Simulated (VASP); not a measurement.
# Re: single point with PBE

Re, a slab with vacuum:

```
CELL_PARAMETERS angstrom
2.77586 0.00000 0.00000
0.00000 4.48188 0.00000
0.00000 0.00000 21.60930
ATOMIC_POSITIONS crystal
Re 0.75000 0.75000 0.37021
Re 0.25000 0.25000 0.40729
Re 0.25000 0.75000 0.48146
Re 0.75000 0.25000 0.51854
Re 0.75000 0.75000 0.59271
Re 0.25000 0.25000 0.62979
```

- Program: VASP 6.6.1
- Task: single point
- Functional: PBE
- Potentials or basis: VASP PAW PBE potentials, release 64 (Re)
- Cutoff: 520 eV
- k mesh: 15 × 9 × 1
- Occupations: fermi-dirac, width 0.08 eV
- Spin: no spin polarisation

The largest force is 1.415 eV/Å. The band gap on the k mesh is zero (bands 21 and 22 overlap by 1.48 eV).

Forces on the atoms (eV/Å):
```
Re   0.000  0.000  1.415
Re   0.000  0.000 -0.166
Re   0.000  0.000 -0.644
Re   0.000  0.000  0.644
Re   0.000  0.000  0.166
Re   0.000  0.000 -1.415
```

Levels at points of the mesh, in eV from the Fermi level:
```csv
k point,band 20,band 21,band 22,band 23,band 24,band 25
"(0.00, 0.00, 0.00)",-0.48,-0.47,-0.25,-0.18,-0.02,0.38
```

Wall time 6.9 min on 1 thread of AMD EPYC 9R45 96-Core Processor (Zen 5), on a shared host, peak memory 0.48 GiB.

Caveat: spin-orbit coupling is left out, which moves the levels of the heavy elements.
